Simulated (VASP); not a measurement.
# Fe in VASP: settings compared, part 2 of 3

VASP 6.6.1.

## 3. Relaxation of cell and atoms, revPBE+D3(BJ), collinear spin, ferromagnetic start

Input file INCAR:

```
SYSTEM = Fe
PREC     = Accurate       ! precision mode
ENCUT    = 600            ! plane-wave cutoff, eV
EDIFF    = 1E-7           ! SCF threshold, eV
ISMEAR   = -1             ! smearing method
SIGMA    = 0.05           ! smearing width, eV
LREAL    = .FALSE.        ! projectors in reciprocal space
LASPH    = .TRUE.         ! aspherical terms in the spheres
NELM     = 150            ! most SCF steps
ALGO     = Normal         ! electronic algorithm
ISIF     = 3              ! what is computed and relaxed
LWAVE    = .FALSE.        ! write WAVECAR
LCHARG   = .FALSE.        ! write CHGCAR
ISPIN    = 2              ! spin polarisation
MAGMOM   = 3              ! initial moments
LORBIT   = 11             ! projections on sites
LMAXMIX  = 4              ! l up to which the mixer works
GGA      = RE             ! functional
IVDW     = 12             ! dispersion correction
IBRION   = 2              ! ionic algorithm
NSW      = 80             ! ionic steps
EDIFFG   = -0.02          ! ionic threshold
```

Input file KPOINTS:

```
regular mesh
0
G
  13 13 13
  0 0 0
```

Input file POSCAR:

```
Fe
1.0
   -1.4430000000      1.4430000000      1.4430000000
    1.4430000000     -1.4430000000      1.4430000000
    1.4430000000      1.4430000000     -1.4430000000
Fe
1
Direct
    0.0000000000      0.0000000000      0.0000000000
```

Potentials or basis: VASP PAW PBE potentials, release 64 (Fe).

Launch:

```sh
> cat potpaw_PBE.64/Fe/POTCAR > POTCAR
> mpirun -np 1 vasp_std > vasp.out
```

OUTCAR:

```text
SYSTEM = Fe
   PREC = Accurate
   ENCUT = 600
   EDIFF = 1E-7
   ISMEAR = -1
   LREAL = .FALSE.
   LASPH = .TRUE.
   NELM = 150
   ISIF = 3
   ISPIN = 2
   LORBIT = 11
   GGA = RE
   IVDW = 12
   IBRION = 2
   NSW = 80
   EDIFFG = -0.02
 IVDW          = 12

 ion  position               nearest neighbor table
   1  0.000  0.000  0.000-

  LATTYP: Found a body centered cubic cell.
 ALAT       =     2.8860000000

  Lattice vectors:

 A1 = (  -1.4430000000,   1.4430000000,   1.4430000000)
 A2 = (   1.4430000000,  -1.4430000000,   1.4430000000)
 A3 = (   1.4430000000,   1.4430000000,  -1.4430000000)

Analysis of symmetry for initial positions (statically):
=====================================================================
 Subroutine PRICEL returns:
 Original cell was already a primitive cell.

 Routine SETGRP: Setting up the symmetry group for a
 body centered cubic supercell.

 Subroutine GETGRP returns: Found 48 space group operations
 (whereof 48 operations were pure point group operations)
 out of a pool of 48 trial point group operations.

The static configuration has the point symmetry O_h .

Analysis of symmetry for dynamics (positions and initial velocities):
=====================================================================
 Subroutine PRICEL returns:
 Original cell was already a primitive cell.

 Routine SETGRP: Setting up the symmetry group for a
 body centered cubic supercell.

 Subroutine GETGRP returns: Found 48 space group operations
 (whereof 48 operations were pure point group operations)
 out of a pool of 48 trial point group operations.

The dynamic configuration has the point symmetry O_h .

Analysis of structural, dynamic, and magnetic symmetry:
=====================================================================
 Subroutine PRICEL returns:
 Original cell was already a primitive cell.

 Routine SETGRP: Setting up the symmetry group for a
 body centered cubic supercell.

 Subroutine GETGRP returns: Found 48 space group operations
 (whereof 48 operations were pure point group operations)
 out of a pool of 48 trial point group operations.

The overall configuration has the point symmetry O_h .

 Subroutine INISYM returns: Found 48 space group operations
 (whereof 48 operations are pure point group operations),
 and found     1 'primitive' translations

----------------------------------------------------------------------------------------

                                     Primitive cell

  volume of cell :      12.0187

  direct lattice vectors                    reciprocal lattice vectors
    -1.443000000  1.443000000  1.443000000     0.000000000  0.346500347  0.346500347
     1.443000000 -1.443000000  1.443000000     0.346500347  0.000000000  0.346500347
     1.443000000  1.443000000 -1.443000000     0.346500347  0.346500347  0.000000000

  length of vectors
     2.499349315  2.499349315  2.499349315     0.490025489  0.490025489  0.490025489

  position of ions in fractional coordinates (direct lattice)
     0.000000000  0.000000000  0.000000000

  ion indices of the primitive-cell ions
   primitive index   ion index
                 1           1

----------------------------------------------------------------------------------------

 KPOINTS: regular mesh

Automatic generation of k-mesh.
 Grid dimensions read from file:
 generate k-points for:   13   13   13

 Generating k-lattice:
[... 24 lines left out ...]
  0.384615  0.000000  0.000000     12.000000
[... 16 lines left out ...]
  0.153846  0.076923  0.076923     24.000000
  0.230769  0.076923  0.076923     24.000000
 [... further k-points ...]
   k-points           NKPTS =     84   k-points in BZ     NKDIM =     84   number of bands    NBANDS=     10
   number of dos      NEDOS =    301   number of ions     NIONS =      1
   total plane-waves  NPLWV =   8000
   dimension x,y,z NGX =    20 NGY =   20 NGZ =   20
   dimension x,y,z NGXF=    40 NGYF=   40 NGZF=   40
   ions per type =               1
   NGX,Y,Z   is equivalent  to a cutoff of  13.30, 13.30, 13.30 a.u.
   NGXF,Y,Z  is equivalent  to a cutoff of  26.61, 26.61, 26.61 a.u.
 SYSTEM =  Fe
   PREC   = accura    normal or accurate (medium, high low for compatibility)
   ISTART =      0    job   : 0-new  1-cont  2-samecut
   ICHARG =      2    charge: 1-file 2-atom 10-const
   ISPIN  =      2    spin polarized calculation?
   LNONCOLLINEAR =      F non collinear calculations
   LSORBIT =      F    spin-orbit coupling
   LASPH  =      T    aspherical Exc in radial PAW
   ENCUT  =  600.0 eV  44.10 Ry    6.64 a.u.   4.99  4.99  4.99*2*pi/ulx,y,z
   NELM   =    150;   NELMIN=  2; NELMDL= -5     # of ELM steps
   EDIFF  = 0.1E-06   stopping-criterion for ELM
   LREAL  =      F    real-space projection
   EDIFFG = -.2E-01   stopping-criterion for IOM
   NSW    =     80    number of steps for IOM
   IBRION =      2    ionic relax: 0-MD 1-quasi-New 2-CG
   NFREE  =      1    steps in history (QN), initial steepest desc. (CG)
   ISIF   =      3    stress and relaxation
   ISYM   =      2    0-nonsym 1-usesym 2-fastsym
   POTIM  = 0.5000    time-step for ionic-motion
   TEBEG  =    0.0;   TEEND  =   0.0 temperature during run
   PSTRESS=    0.0 pullay stress
   NELECT =       8.0000    total number of electrons
   NUPDOWN=      -1.0000    fix difference up-down
   EMIN   =  10.00;   EMAX   =-10.00  energy-range for DOS
   EFERMI =   0.00;   METHOD = LEGACY
   ISMEAR =    -1;   SIGMA  =   0.05  broadening in eV -4-tet -1-fermi 0-gaus
   EFERMI_NEDOS =   21; number of points for ismear=-14 and -15
   IALGO  =     38    algorithm
   IMIX   =      4    mixing-type and parameters
     AMIX     =   0.40;   BMIX     =  1.00
     AMIX_MAG =   1.60;   BMIX_MAG =  1.00
  volume/ion in A,a.u.               =      12.02        81.11
  Fermi-wavevector in a.u.,A,eV,Ry     =   1.429394  2.701162 27.798962  2.043166
  Thomas-Fermi vector in A             =   2.549352
   LORBIT       =     11    0 simple, 1 ext, 2 COOP (PROOUT), +10 PAW based schemes
   GGA     = RE    functional components
   LHFCALC =     F    Hartree Fock is set to
   AEXX    =    0.0000 exact exchange contribution
   IVDW    =    12    specifies the selected vdW correction
   LEPSILON=     F    determine dielectric tensor
   LRPA    =     F    only Hartree local field effects (RPA)
 conjugate gradient relaxation of ions
 spin polarized calculation
  energy-cutoff  :      600.00
  volume of cell :       12.02
 maximum number of plane-waves:       415
   NGX =  9   NGY =  9   NGZ =  9

--------------------------------------- Ionic step        1  -------------------------------------------

 number of electron       7.9999995 magnetization       2.3251238

 Free energy of the ion-electron system (eV)
  ---------------------------------------------------
  ext. energy  EPLUGINS =         0.00000000
  ---------------------------------------------------
  free energy    TOTEN  =        -7.85154513 eV

  energy without entropy =       -7.84155299  energy(sigma->0) =       -7.84654906

------------------------ aborting loop because EDIFF is reached ----------------------------------------

 Edisp (eV)   -0.64329

 E8    (eV) :    -0.4552
[... 69 lines left out ...]
--------------------------------------- Ionic step        3  -------------------------------------------

 number of electron       8.0000003 magnetization       2.1024755

 Free energy of the ion-electron system (eV)
  ---------------------------------------------------
  ext. energy  EPLUGINS =         0.00000000
  ---------------------------------------------------
  free energy    TOTEN  =        -7.83892980 eV

  energy without entropy =       -7.83043626  energy(sigma->0) =       -7.83468303

 E-fermi :   6.3189     XC(G=0): -13.2605

 val. band max:        6.3120420492   @ k =  -0.3846   0.4615   0.2308
 cond. band min:       6.3242078202   @ k =  -0.3846   0.3846   0.0769
 fundamental gap:      0.0121657710
 Fermi energy:         6.3188992065

 spin component 1

 k-point     1 :       0.0000    0.0000    0.0000
  band No.  band energies     occupation
      1      -2.3302      1.00000
      2       3.9343      1.00000
      3       3.9343      1.00000
      4       3.9343      1.00000
      5       5.1867      1.00000
      6       5.1867      1.00000
      7      31.6661      0.00000
      8      31.6661      0.00000
      9      31.6661      0.00000
     10      36.9875      0.00000
[... 287 lines left out ...]
 k-point    24 :       0.2308    0.0769    0.0769
  band No.  band energies     occupation
      1       1.1326      1.00000
      2       3.0566      1.00000
      3       3.4834      1.00000
      4       5.1501      1.00000
      5       5.3032      1.00000
      6       6.5038      0.02419
      7      20.1148      0.00000
      8      24.1514      0.00000
      9      26.3551      0.00000
     10      33.5624      0.00000

 [... further k-points ...]

 spin component 2

 k-point     1 :       0.0000    0.0000    0.0000
  band No.  band energies     occupation
      1      -2.1981      1.00000
      2       5.7678      0.99998
      3       5.7680      0.99998
      4       5.7680      0.99998
      5       7.9517      0.00000
      6       7.9520      0.00000
      7      31.3691      0.00000
      8      31.3691      0.00000
      9      31.3691      0.00000
     10      37.1573      0.00000
[... 331 lines left out ...]
  FREE ENERGIE OF THE ION-ELECTRON SYSTEM (eV)
  ---------------------------------------------------
  free  energy   TOTEN  =        -8.5476521965 eV

  energy  without entropy=       -8.5391586627  energy(sigma->0) =       -8.54340543

 reached required accuracy - stopping structural energy minimisation

 total charge

# of ion       s       p       d       tot
------------------------------------------
    1        0.503   0.574   6.266   7.343

 magnetization (x)

# of ion       s       p       d       tot
------------------------------------------
    1       -0.014  -0.061   2.171   2.096
```

It took 1.7 min on 1 thread of Intel Xeon 8259CL, shared host; peak memory 0.16 GiB.

What came out:

* Free energy: -8.5477 eV
* Relaxed volume: 10.96 Å³/atom
* Relaxed cell: a = 2.424 Å, b = 2.424 Å, c = 2.424 Å, α = 109.47°, β = 109.47°, γ = 109.47°
* Space group after relaxing (to 0.1 Å): Im-3m (No. 229)
* Energy gained by relaxing: 52.8 meV/atom
* Ionic steps: 3
* Pressure after relaxing: 0.1 GPa
* Net moment: 2.10 μB per cell
* Site moments: Fe +2.10 μB
* Valence electrons inside the program's atomic spheres: Fe 7.34
* Dispersion energy per atom: -0.709 eV

Step by step:
| step | energy change (eV) | largest force (eV/Å) | pressure (GPa) | volume (Å³) |
| --- | --- | --- | --- | --- |
| 1 | 0.0000 | 0.0000 | -13.61 | 12.02 |
| 2 | -0.0254 | 0.0000 | 14.65 | 10.33 |
| 3 | -0.0528 | 0.0000 | 0.12 | 10.96 |

Final structure:
```xyz
1
Lattice="-1.3992 1.3992 1.3992 1.3992 -1.3992 1.3992 1.3992 1.3992 -1.3992" Properties=species:S:1:pos:R:3 pbc="T T T"
Fe    0.0000    0.0000    0.0000
```

Caveat: the PAW data sets were made with another functional, which shifts forces and pressure a little.

## 4. Relaxation of cell and atoms, PBEsol+D4, collinear spin, ferromagnetic start

Input file INCAR:

```
PREC = Accurate
ENCUT = 600
EDIFF = 1E-7
ISMEAR = -1
SIGMA = 0.05
LREAL = False
LASPH = True
NELM = 150
ALGO = Normal
ISIF = 3
LWAVE = False
LCHARG = False
ISPIN = 2
MAGMOM = 3
LORBIT = 11
LMAXMIX = 4
GGA = PS
IVDW = 13
IBRION = 2
NSW = 80
EDIFFG = -0.02
```

Input file KPOINTS:

```
regular mesh
0
Gamma
  13 13 13
```

POSCAR is that of step 3.

Launch:

```sh
> cat potpaw_PBE.64/Fe/POTCAR > POTCAR
> mpirun -np 1 vasp_std > vasp.out
```

Run time: 2.1 min. Hardware: 1 thread of Intel Xeon 8259CL, shared host; peak memory 0.16 GiB.

The run converged. Its results:

* Free energy: -9.1369 eV
* Relaxed volume: 10.64 Å³/atom
* Relaxed cell: a = 2.400 Å, b = 2.400 Å, c = 2.400 Å, α = 109.47°, β = 109.47°, γ = 109.47°
* Space group after relaxing (to 0.1 Å): Im-3m (No. 229)
* Energy gained by relaxing: 100.0 meV/atom
* Ionic steps: 4
* Pressure after relaxing: 0.2 GPa
* Net moment: 2.05 μB per cell
* Site moments: Fe +2.03 μB
* Valence electrons inside the program's atomic spheres: Fe 7.42
* Dispersion energy per atom: -0.216 eV

The path:
```tsv
step	energy change (eV)	largest force (eV/Å)	pressure (GPa)	volume (Å³)
1	0.0000	0.0000	-19.82	12.02
2	-0.0067	0.0000	31.70	9.61
3	-0.1000	0.0000	-0.37	10.67
4	-0.1000	0.0000	0.16	10.64
```

Final structure:
```cif
data_structure
_symmetry_space_group_name_H-M 'P 1'
_symmetry_Int_Tables_number 1
_cell_length_a 2.3999
_cell_length_b 2.3999
_cell_length_c 2.3999
_cell_angle_alpha 109.471
_cell_angle_beta 109.471
_cell_angle_gamma 109.471
_cell_volume 10.64
loop_
_atom_site_label
_atom_site_type_symbol
_atom_site_fract_x
_atom_site_fract_y
_atom_site_fract_z
_atom_site_occupancy
Fe1 Fe 0.00000 0.00000 0.00000 1
```

Levels at points of the mesh, in eV from the Fermi level:
Spin up:
| k point | band 1 | band 2 | band 3 | band 4 | band 5 | band 6 | band 7 | band 8 | band 9 | band 10 |
| --- | --- | --- | --- | --- | --- | --- | --- | --- | --- | --- |
| (0.00, 0.00, 0.00) | -8.98 | -2.49 | -2.49 | -2.49 | -1.09 | -1.09 | 25.51 | 25.51 | 25.51 | 31.05 |
Spin down:
```
           k point  band 1  band 2  band 3  band 4  band 5  band 6  band 7  band 8
(0.00, 0.00, 0.00)   -8.72   -0.71   -0.71   -0.71    1.43    1.44   25.43   25.43
```

Caveat: the PAW data sets were made with another functional, which shifts forces and pressure a little.

(Continued in part 3 of 3.)
